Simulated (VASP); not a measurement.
Set up this calculation in VASP 6.6.1, as the native input.

| Quantity | Value |
| --- | --- |
| Task | single point |
| Functional | PBE0 |
| Potentials or basis | VASP PAW PBE potentials, release 64 (Mn_pv, Si) |
| Cutoff | 520 eV |
| k mesh | 5 × 5 × 5 |
| Occupations | fermi-dirac, width 0.05 eV |
| Spin | collinear spin, ferromagnetic start |
| Starting moments | [4.0, 0.0] μB |
| Dipole correction | no |
| Grid for exact exchange (PRECFOCK) | Normal |
| Further INCAR settings | ALGO = Normal; EDIFF = 1e-06; NBANDS = 20 |
| Share of exact exchange | 0.25 |

MnSi:

```
Mn Si
1.0
     0.00000    2.52722    2.52722
     2.52722    0.00000    2.52722
     2.52722    2.52722    0.00000
Mn Si
1 1
Direct
  0.00000 0.00000 0.00000
  0.25000 0.25000 0.25000
```

The input as run:

POSCAR

```
MnSi
1.0
    0.0000000000      2.5272246000      2.5272246000
    2.5272246000      0.0000000000      2.5272246000
    2.5272246000      2.5272246000      0.0000000000
Mn Si
1 1
Direct
    0.0000000000      0.0000000000      0.0000000000
    0.2500000000      0.2500000000      0.2500000000
```

INCAR.step1

```
SYSTEM = MnSi
PREC = Accurate
ENCUT = 520
EDIFF = 1E-5
ISMEAR = -1
SIGMA = 0.05
LREAL = .False.
LASPH = .True.
NELM = 150
ALGO = Normal
ISIF = 2
LWAVE = .True.
LCHARG = .False.
ISPIN = 2
MAGMOM = 4 0
LORBIT = 11
LMAXMIX = 4
NBANDS = 20
GGA = PE
```

INCAR.step2

```
SYSTEM = MnSi
PREC = Accurate
ENCUT = 520
EDIFF = 1E-6
ISMEAR = -1
SIGMA = 0.05
LREAL = .False.
LASPH = .True.
NELM = 150
ALGO = Normal
ISIF = 2
LWAVE = .False.
LCHARG = .False.
ISPIN = 2
MAGMOM = 4 0
LORBIT = 11
LMAXMIX = 4
GGA = PE
LHFCALC = .True.
AEXX = 0.25
PRECFOCK = Normal
NBANDS = 20
ISTART = 1
```

KPOINTS

```
regular mesh
0
Gamma
  5 5 5
  0 0 0
```

Potentials or basis: VASP PAW PBE potentials, release 64 (Mn_pv, Si).

Run with:

```sh
$ cat potpaw_PBE.64/Mn_pv/POTCAR potpaw_PBE.64/Si/POTCAR > POTCAR
$ cp INCAR.step1 INCAR
$ mpirun -np 1 vasp_std > vasp.out
$ cp INCAR.step2 INCAR
$ mpirun -np 1 vasp_std > vasp.out
```

It gave:

```yaml
Pressure: 24.4 GPa
Net_moment: 2.33 μB per cell
Site_moments: Mn +2.91; Si -0.36 μB
Valence_electrons_inside_the_program's_atomic_spheres: Mn 12.00; Si 1.89
```

Caveat: the k points lie up to 0.43 Å⁻¹ apart; the PAW data sets were made with another functional, which shifts forces and pressure a little.

Run time: 66 min on 1 thread of Intel Xeon 8259CL (shared host), peak memory 0.19 GiB.
